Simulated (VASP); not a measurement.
Here is a VASP 6.6.1 calculation.

INCAR

```
SYSTEM = Li3ClO
  PREC = Accurate
  ENCUT = 520
  EDIFF = 1E-6
  ISMEAR = 0
  SIGMA = 0.05
  LREAL = .False.
  LASPH = .True.
  NELM = 60
  ALGO = Normal
  ISIF = 2
  LWAVE = .False.
  LCHARG = .False.
  GGA = CA
  NBANDS = 19
```

KPOINTS

```
Automatic mesh
0
Gamma
  6 6 6
  0 0 0
```

Contents of POSCAR:

```
Li3ClO
1.0
    3.9083370000      0.0000000000      0.0000000000
    0.0000000000      3.9083370000      0.0000000000
    0.0000000000      0.0000000000      3.9083370000
Li Cl O
3 1 1
Direct
    0.0000000000      0.5000000000      0.5000000000
    0.5000000000      0.0000000000      0.5000000000
    0.5000000000      0.5000000000      0.0000000000
   -0.0383794949      0.0000000000      0.0000000000
    0.5000000000      0.5000000000      0.5000000000
```

Potentials or basis: VASP PAW LDA potentials, release 64 (Li_sv, Cl, O).

Command:

```console
$ cat potpaw_LDA.64/Li_sv/POTCAR potpaw_LDA.64/Cl/POTCAR potpaw_LDA.64/O/POTCAR > POTCAR
$ mpirun -np 1 vasp_std > vasp.out
```

Problem. Estimate the largest force.

Solution. 0.293 eV/Å.

Problem. Predict the band gap on the k mesh.

Solution. 4.56 eV (least direct gap 4.61 eV).

Forces in eV/Å, atoms in the order of the input:
```
Li  -0.045  0.000  0.000
Li   0.061  0.000  0.000
Li   0.061  0.000  0.000
Cl   0.217  0.000  0.000
O   -0.293  0.000  0.000
```

Caveat: the cell differs from its parent crystal (all Cl atoms moved -0.150 Å, as atom 4 along Cartesian [1 0 0]). A k mesh can miss the band edges.
